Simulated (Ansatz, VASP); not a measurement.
**C in VASP and in Ansatz**

The input INCAR:

```
  PREC = Accurate
  ENCUT = 520
  EDIFF = 1E-6
  ISMEAR = -1
  SIGMA = 0.1
  LREAL = F
  LASPH = T
  NELM = 80
  ALGO = Normal
  ISIF = 2
  LWAVE = F
  LCHARG = F
  GGA = PS
  NBANDS = 11
```

KPOINTS

```
regular mesh
0
Gamma
  20 20 20
```

The input POSCAR:

```
C
1.0
    0.0000000000      1.7027822847      1.7027822847
    1.7027822847      0.0000000000      1.7027822847
    1.7027822847      1.7027822847      0.0000000000
C
2
Direct
   -0.1250000000     -0.1250000000     -0.1250000000
    0.1250000000      0.1250000000      0.1250000000
```

Input for Ansatz:

```yaml
crystal:
  lattice:
    - [0.0, 1.7027822847, 1.7027822847]
    - [1.7027822847, 0.0, 1.7027822847]
    - [1.7027822847, 1.7027822847, 0.0]
  atoms:
    - { symbol: C, position: [-0.125, -0.125, -0.125] }
    - { symbol: C, position: [0.125, 0.125, 0.125] }
kpoints:
  mp_grid: { grid: [20, 20, 20] }
scf:
  occupations: { method: fermi_dirac, width: 0.1 }
hamiltonian:
  xc: pbesol
  pseudopotentials: { kind: all_electron, lapw: { basis_error: 0.001 } }
output:
  forces: true
  stress: true
  eigenvalues: true
  populations: true
```

Change from the starting cell: volume scaled by 0.88, LAPW.

Alike in both runs: task single point; functional PBEsol; k mesh 20 × 20 × 20; occupations fermi-dirac, width 0.1 eV; no spin polarisation.

```csv
,VASP,Ansatz
version,VASP 6.6.1,Ansatz 0.2.0
potentials or method,"VASP PAW PBE potentials, release 64 (C), cutoff 520 eV","all-electron LAPW, scalar-relativistic"
```

```tsv
	VASP	Ansatz	Ansatz less VASP
gap on the k mesh at the Fermi level (eV)	4.34	4.35	+0.008
pressure (GPa)	74.3	72.6	-1.68
```

VASP's potentials were made for PBE, not for PBEsol. Both programs put the cell under a high pressure, so it lies far from rest at this level. Ansatz ran all-electron here, and VASP with PAW potentials.

Noted on VASP's run: the cell as given lies far from equilibrium.
